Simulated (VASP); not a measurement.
# SiSe (P-6m2) in VASP: further runs

Runs on SiSe. Level: PBE. Tasks: single point.

Everything below comes from runs of VASP 6.6.1. Logs are shortened: lines on timing, memory, paths and dates and some standing lists are left out, and cuts for length are marked.

## (1) The cell of the first run

It takes space group P-6m2 (No. 187, hexagonal). The conventional cell has a = 3.547 Å, b = 3.547 Å, c = 3.550 Å, α = 90.00°, β = 90.00°, γ = 120.00°. Within 3.6 Å of Si (site symmetry -6m2) lie 6 Se at 2.71 Å and 8 Si at 3.55 Å. Se (site symmetry -6m2) has 6 Si at 2.71 Å and 8 Se at 3.55 Å within 3.6 Å.

## (2) Single point, PBE (19.34 Å³/atom)

Input file INCAR:

```
PREC = Accurate
ENCUT = 520
EDIFF = 1E-7
ISMEAR = -1
SIGMA = 0.05
LREAL = F
LASPH = T
NELM = 100
ALGO = Normal
ISIF = 2
LWAVE = F
LCHARG = T
GGA = PE
LELF = T
LVHAR = T
NBANDS = 12
```

Input file KPOINTS:

```
regular mesh
0
Gamma
  9 9 7
```

Input file POSCAR:

```
SiSe
1.0
    3.5466102599      0.0000000000      0.0000000000
   -1.7733051299      3.0714501119      0.0000000000
    0.0000000000      0.0000000000      3.5500925513
Si Se
1 1
Direct
    0.6666700000      0.3333300000      0.5000000000
    0.0000000000      0.0000000000      0.0000000000
```

Potentials or basis: VASP PAW PBE potentials, release 64 (Si, Se).

Command:

```sh
cat potpaw_PBE.64/Si/POTCAR potpaw_PBE.64/Se/POTCAR > POTCAR
mpirun -np 1 vasp_std > vasp.out
```

OUTCAR:

```text
PREC = Accurate
   ENCUT = 520
   EDIFF = 1E-7
   ISMEAR = -1
   LREAL = F
   LASPH = T
   NELM = 100
   ISIF = 2
   GGA = PE

 ion  position               nearest neighbor table
   1  0.667  0.333  0.500-   2 2.71   2 2.71   2 2.71   2 2.71   2 2.71   2 2.71
   2  0.000  0.000  0.000-   1 2.71   1 2.71   1 2.71   1 2.71   1 2.71   1 2.71

  LATTYP: Found a hexagonal cell.
 ALAT       =     3.5466102599
 C/A-ratio  =     1.0009818647

  Lattice vectors:

 A1 = (   3.5466102599,   0.0000000000,   0.0000000000)
 A2 = (  -1.7733051299,   3.0714501119,   0.0000000000)
 A3 = (   0.0000000000,   0.0000000000,   3.5500925513)

Analysis of symmetry for initial positions (statically):
=====================================================================
 Subroutine PRICEL returns:
 Original cell was already a primitive cell.

 Routine SETGRP: Setting up the symmetry group for a
 hexagonal supercell.

 Subroutine GETGRP returns: Found  4 space group operations
 (whereof  4 operations were pure point group operations)
 out of a pool of 24 trial point group operations.

The static configuration has the point symmetry C_2v.

Analysis of symmetry for dynamics (positions and initial velocities):
=====================================================================
 Subroutine PRICEL returns:
 Original cell was already a primitive cell.

 Routine SETGRP: Setting up the symmetry group for a
 hexagonal supercell.

 Subroutine GETGRP returns: Found  4 space group operations
 (whereof  4 operations were pure point group operations)
 out of a pool of 24 trial point group operations.

The dynamic configuration has the point symmetry C_2v.

 Subroutine INISYM returns: Found  4 space group operations
 (whereof  4 operations are pure point group operations),
 and found     1 'primitive' translations

----------------------------------------------------------------------------------------

                                     Primitive cell

  volume of cell :      38.6720

  direct lattice vectors                    reciprocal lattice vectors
     3.546610260  0.000000000  0.000000000     0.281959372  0.162789556  0.000000000
    -1.773305130  3.071450112  0.000000000     0.000000000  0.325579112  0.000000000
     0.000000000  0.000000000  3.550092551     0.000000000  0.000000000  0.281682797

  length of vectors
     3.546610260  3.546606388  3.550092551     0.325578757  0.325579112  0.281682797

  position of ions in fractional coordinates (direct lattice)
     0.666670000  0.333330000  0.500000000
     0.000000000  0.000000000  0.000000000

  ion indices of the primitive-cell ions
   primitive index   ion index
                 1           1
                 2           2

----------------------------------------------------------------------------------------

 KPOINTS: regular mesh

Automatic generation of k-mesh.
 Grid dimensions read from file:
 generate k-points for:    9    9    7

 Generating k-lattice:

  Cartesian coordinates                     Fractional coordinates (reciprocal lattice)
     0.031328819  0.018087728  0.000000000     0.111111111  0.000000000  0.000000000
     0.000000000  0.036175457  0.000000000     0.000000000  0.111111111  0.000000000
     0.000000000  0.000000000  0.040240400     0.000000000  0.000000000  0.142857143

  Length of vectors
     0.036175417  0.036175457  0.040240400

  Shift w.r.t. Gamma in fractional coordinates (k-lattice)
     0.000000000  0.000000000  0.000000000

 Subroutine IBZKPT returns following result:
 ===========================================

 Found    100 irreducible k-points:

 Following reciprocal coordinates:
            Coordinates               Weight
  0.000000  0.000000  0.000000      1.000000
  0.111111 -0.000000  0.000000      4.000000
 -0.111111  0.111111  0.000000      2.000000
  0.222222 -0.000000  0.000000      4.000000
 -0.222222  0.222222  0.000000      2.000000
  0.333333  0.000000  0.000000      4.000000
[... 16 lines left out ...]
 -0.222222 -0.444444  0.000000      4.000000
  0.444444  0.333333  0.000000      4.000000
 [... further k-points ...]
   k-points           NKPTS =    100   k-points in BZ     NKDIM =    100   number of bands    NBANDS=     12
   number of dos      NEDOS =    301   number of ions     NIONS =      2
   total plane-waves  NPLWV =  21952
   dimension x,y,z NGX =    28 NGY =   28 NGZ =   28
   dimension x,y,z NGXF=    56 NGYF=   56 NGZF=   56
   ions per type =               1   1
   NGX,Y,Z   is equivalent  to a cutoff of  13.12, 13.12, 13.11 a.u.
   NGXF,Y,Z  is equivalent  to a cutoff of  26.25, 26.25, 26.22 a.u.
 SYSTEM =  unknown system
   PREC   = accura    normal or accurate (medium, high low for compatibility)
   ISTART =      0    job   : 0-new  1-cont  2-samecut
   ICHARG =      2    charge: 1-file 2-atom 10-const
   ISPIN  =      1    spin polarized calculation?
   LNONCOLLINEAR =      F non collinear calculations
   LSORBIT =      F    spin-orbit coupling
   LASPH  =      T    aspherical Exc in radial PAW
   ENCUT  =  520.0 eV  38.22 Ry    6.18 a.u.   6.59  6.59  6.60*2*pi/ulx,y,z
   NELM   =    100;   NELMIN=  2; NELMDL= -5     # of ELM steps
   EDIFF  = 0.1E-06   stopping-criterion for ELM
   LREAL  =      F    real-space projection
   EDIFFG = 0.1E-05   stopping-criterion for IOM
   NSW    =      0    number of steps for IOM
   IBRION =     -1    ionic relax: 0-MD 1-quasi-New 2-CG
   NFREE  =      0    steps in history (QN), initial steepest desc. (CG)
   ISIF   =      2    stress and relaxation
   ISYM   =      2    0-nonsym 1-usesym 2-fastsym
   POTIM  = 0.5000    time-step for ionic-motion
   TEBEG  =    0.0;   TEEND  =   0.0 temperature during run
   PSTRESS=    0.0 pullay stress
   NELECT =      10.0000    total number of electrons
   NUPDOWN=      -1.0000    fix difference up-down
   EMIN   =  10.00;   EMAX   =-10.00  energy-range for DOS
   EFERMI =   0.00;   METHOD = LEGACY
   ISMEAR =    -1;   SIGMA  =   0.05  broadening in eV -4-tet -1-fermi 0-gaus
   EFERMI_NEDOS =   21; number of points for ismear=-14 and -15
   IALGO  =     38    algorithm
   IMIX   =      4    mixing-type and parameters
     AMIX     =   0.40;   BMIX     =  1.00
     AMIX_MAG =   1.60;   BMIX_MAG =  1.00
  volume/ion in A,a.u.               =      19.34       130.49
  Fermi-wavevector in a.u.,A,eV,Ry     =   1.042980  1.970946 14.800515  1.087807
  Thomas-Fermi vector in A             =   2.177669
   LORBIT       =      0    0 simple, 1 ext, 2 COOP (PROOUT), +10 PAW based schemes
   GGA     = PE    functional components
   LHFCALC =     F    Hartree Fock is set to
   AEXX    =    0.0000 exact exchange contribution
   IVDW    =     0    specifies the selected vdW correction
   LEPSILON=     F    determine dielectric tensor
   LRPA    =     F    only Hartree local field effects (RPA)
 non-spin polarized calculation
  energy-cutoff  :      520.00
  volume of cell :       38.67
 maximum number of plane-waves:      1059
   NGX = 13   NGY = 13   NGZ = 13

 number of electron      10.0000000 magnetization

 Free energy of the ion-electron system (eV)
  ---------------------------------------------------
  ext. energy  EPLUGINS =         0.00000000
  ---------------------------------------------------
  free energy    TOTEN  =        -8.39318352 eV

  energy without entropy =       -8.38407091  energy(sigma->0) =       -8.38862722

 E-fermi :   6.7238     XC(G=0): -10.2737

 val. band max:        6.6835224825   @ k =  -0.4444   0.4444   0.1429
 cond. band min:       6.7380266161   @ k =  -0.1111   0.3333   0.1429
 fundamental gap:      0.0545041337
 Fermi energy:         6.7237782573

 k-point     1 :       0.0000    0.0000    0.0000
  band No.  band energies     occupation
      1      -8.9664      2.00000
      2       2.0816      2.00000
      3       2.7831      2.00000
      4       4.7699      2.00000
      5       4.7700      2.00000
      6       9.5466      0.00000
      7       9.5468      0.00000
      8       9.9898      0.00000
      9      13.6945      0.00000
     10      14.7047      0.00000
     11      17.4630      0.00000
     12      17.4631      0.00000

 k-point     2 :       0.1111   -0.0000    0.0000
  band No.  band energies     occupation
      1      -8.8271      2.00000
      2       1.5379      2.00000
      3       2.9285      2.00000
      4       4.4810      2.00000
      5       4.6671      2.00000
      6       9.0226      0.00000
      7      10.0233      0.00000
      8      10.8668      0.00000
      9      12.9002      0.00000
     10      15.1471      0.00000
     11      17.2263      0.00000
     12      17.2944      0.00000

 k-point     3 :      -0.1111    0.1111    0.0000
  band No.  band energies     occupation
      1      -8.8271      2.00000
      2       1.5379      2.00000
      3       2.9285      2.00000
      4       4.4811      2.00000
      5       4.6670      2.00000
      6       9.0227      0.00000
      7      10.0233      0.00000
      8      10.8668      0.00000
      9      12.9002      0.00000
     10      15.1471      0.00000
     11      17.2263      0.00000
     12      17.2945      0.00000
[... 286 lines left out ...]
 k-point    23 :      -0.2222   -0.4444    0.0000
  band No.  band energies     occupation
      1      -7.1718      2.00000
      2      -2.1371      2.00000
      3       1.0269      2.00000
      4       4.7910      2.00000
      5       6.9559      0.01909
      6       8.5525      0.00000
      7       8.7568      0.00000
      8      10.7067      0.00000
      9      12.6202      0.00000
     10      13.8195      0.00000
     11      15.0154      0.00000
     12      17.6764      0.00000

 k-point    24 :       0.4444    0.3333    0.0000
  band No.  band energies     occupation
      1      -7.1717      2.00000
      2      -2.1371      2.00000
      3       1.0269      2.00000
      4       4.7910      2.00000
      5       6.9559      0.01907
      6       8.5525      0.00000
      7       8.7568      0.00000
      8      10.7067      0.00000
      9      12.6202      0.00000
     10      13.8195      0.00000
     11      15.0154      0.00000
     12      17.6764      0.00000

 [... further k-points ...]

------------------------ aborting loop because EDIFF is reached ----------------------------------------

  FORCE on cell =-STRESS in cart. coord.  units (eV):
  Direction    XX          YY          ZZ          XY          YZ          ZX
  --------------------------------------------------------------------------------------
  -------------------------------------------------------------------------------------
  Total        0.5199588      0.5199440      0.9766909     -0.0000115      0.0000000      0.0000000
  in kB       21.5418440     21.5412321     40.4642160     -0.0004756      0.0000000      0.0000000
  external PRESSURE =      27.8490974 kB  Pullay stress =       0.0000000 kB

 VOLUME and BASIS-vectors are now :
 -----------------------------------------------------------------------------
  energy-cutoff  :      520.00
  volume of cell :       38.67
      direct lattice vectors                 reciprocal lattice vectors
     3.546610260  0.000000000  0.000000000     0.281959372  0.162789556  0.000000000
    -1.773305130  3.071450112  0.000000000     0.000000000  0.325579112  0.000000000
     0.000000000  0.000000000  3.550092551     0.000000000  0.000000000  0.281682797

 POSITION                                       TOTAL-FORCE (eV/Angst)
 -----------------------------------------------------------------------------------
      1.77332      1.02381      1.77505        -0.000026      0.000015      0.000000
      0.00000      0.00000      0.00000         0.000026     -0.000015      0.000000
 -----------------------------------------------------------------------------------
    total drift:                                0.000004      0.000007     -0.000000

  FREE ENERGIE OF THE ION-ELECTRON SYSTEM (eV)
  ---------------------------------------------------
  free  energy   TOTEN  =        -8.3931835242 eV

  energy  without entropy=       -8.3840709089  energy(sigma->0) =       -8.38862722
```

It took 66 s on 1 thread of AMD EPYC 7R13, shared host; peak memory 0.16 GiB.

Results:

```
Free energy            : -8.3932 eV
Pressure               : 2.8 GPa
Band gap on the k mesh : zero (bands 5 and 6 overlap by 3.17 eV)
```

Stress tensor (GPa, compression positive):
```
2.15 0.00 0.00
0.00 2.15 0.00
0.00 0.00 4.05
```

(Part 1 of 2 ends here.)

The gap in the log of VASP goes by the Fermi energy; the results here count the filled bands.